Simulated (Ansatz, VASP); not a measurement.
# As: VASP beside Ansatz

The input INCAR:

```
PREC = Accurate
ENCUT = 520
EDIFF = 1E-6
ISMEAR = 0
SIGMA = 0.1
LREAL = F
LASPH = T
NELM = 60
ALGO = Normal
ISIF = 2
LWAVE = F
LCHARG = T
LDIPOL = T
IDIPOL = 3
DIPOL = 0.5 0.5 0.649
GGA = PE
IVDW = 12
LELF = T
LVHAR = T
LVACPOTAV = T
NBANDS = 24
```

KPOINTS

```
regular mesh
0
Gamma
  9 9 1
```

The input POSCAR:

```
As
1.0
    3.8335938617      0.0000000000      0.0000000000
   -1.9167969308      3.3199896720      0.0000000000
    0.0000000000      0.0000000000     31.3450377818
As
6
Direct
    0.8137198898      0.1862801102      0.5211054144
    0.1396181319      0.8603818681      0.5634821294
    0.4798904589      0.5201095411      0.6280079706
    0.8097536061      0.1902463939      0.6690275670
    0.1449611263      0.8550388737      0.7354624124
    0.4769401088      0.5230598912      0.7768267754
```

Input for Ansatz:

```yaml
crystal:
  lattice:
    - [3.8335938617, 0.0, 0.0]
    - [-1.9167969308, 3.319989672, 0.0]
    - [0.0, 0.0, 31.3450377818]
  atoms:
    - { symbol: As, position: [0.8137198898, 0.1862801102, 0.5211054144] }
    - { symbol: As, position: [0.1396181319, 0.8603818681, 0.5634821294] }
    - { symbol: As, position: [0.4798904589, 0.5201095411, 0.6280079706] }
    - { symbol: As, position: [0.8097536061, 0.1902463939, 0.669027567] }
    - { symbol: As, position: [0.1449611263, 0.8550388737, 0.7354624124] }
    - { symbol: As, position: [0.4769401088, 0.5230598912, 0.7768267754] }
basis:
  ecutwfc: 420
kpoints:
  mp_grid: { grid: [9, 9, 1] }
hamiltonian:
  xc: pbe
  dispersion: d3bj
scf:
  occupations: { method: gaussian, width: 0.1 }
output:
  forces: true
  stress: true
  eigenvalues: true
efield:
  axis: 3
  dipole_correction: true
  ramp_width: 0.04
```

Alike in both runs: task single point; functional PBE; dispersion D3(BJ); k mesh 9 × 9 × 1; occupations gaussian, width 0.1 eV; no spin polarisation.

|  | VASP | Ansatz |
| --- | --- | --- |
| version | VASP 6.6.1 | Ansatz 0.2.0 |
| potentials or method | VASP PAW PBE potentials, release 64 (As), cutoff 520 eV | scalar-relativistic, plane waves, PAW |
| valence electrons in the cell | 30 | 90 |

Ansatz gave:

```
gap on the k mesh at the Fermi level (eV)  : none
rms of the force components (eV/Å)         : 0.154
work function, face that differs most (eV) : 4.59
```

Q: What did VASP give for the same quantities?

A: gap on the k mesh at the Fermi level (eV): none; rms of the force components (eV/Å): 0.140; work function, face that differs most (eV): 4.59.

Atom by atom the forces differ by 0.027 eV/Å (rms over components). A gap of «none» marks a metal or a gap that the smearing closes. VASP's potentials hold 30 valence electrons a cell and Ansatz's 90, so a difference there can come from the potentials and not from the codes.
